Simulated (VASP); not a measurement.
## WS: single point with LDA

WS:

```
W S
1.0
     3.00789    0.00000    0.00000
     0.00000    3.00789    0.00000
     0.00000    0.00000    3.00789
W S
1 1
Direct
  0.50000 0.50000 0.50000
  0.00000 0.00000 0.00000
```

```yaml
Program: VASP 6.6.1
Task: single point
Functional: LDA
Potentials_or_basis: VASP PAW LDA potentials, release 64 (W_sv, S)
Cutoff: 520 eV
k_mesh: 9 × 9 × 9
Occupations: fermi-dirac, width 0.05 eV
Spin: no spin polarisation
Dipole_correction: no
Further_INCAR_settings: ALGO = Normal; EDIFF = 1e-06; NBANDS = 17
```

* Pressure: -10.4 GPa
* Band gap on the k mesh: zero (band 10 reaches 14.27 eV, above the bottom of band 11 at 11.80 eV)

Levels at points of the mesh, in eV from the Fermi level:
```csv
k point,band 6,band 7,band 8,band 9,band 10,band 11,band 12,band 13,band 14,band 15
"(0.00, 0.00, 0.00)",-4.54,-4.54,-2.78,-2.78,-2.78,1.16,1.16,1.16,2.39,9.69
```

It took 7.2 s on 1 thread of Intel Xeon 6975P-C (shared host), peak memory 0.14 GiB.

Caveat: spin-orbit coupling is left out, which moves the levels of the heavy elements.
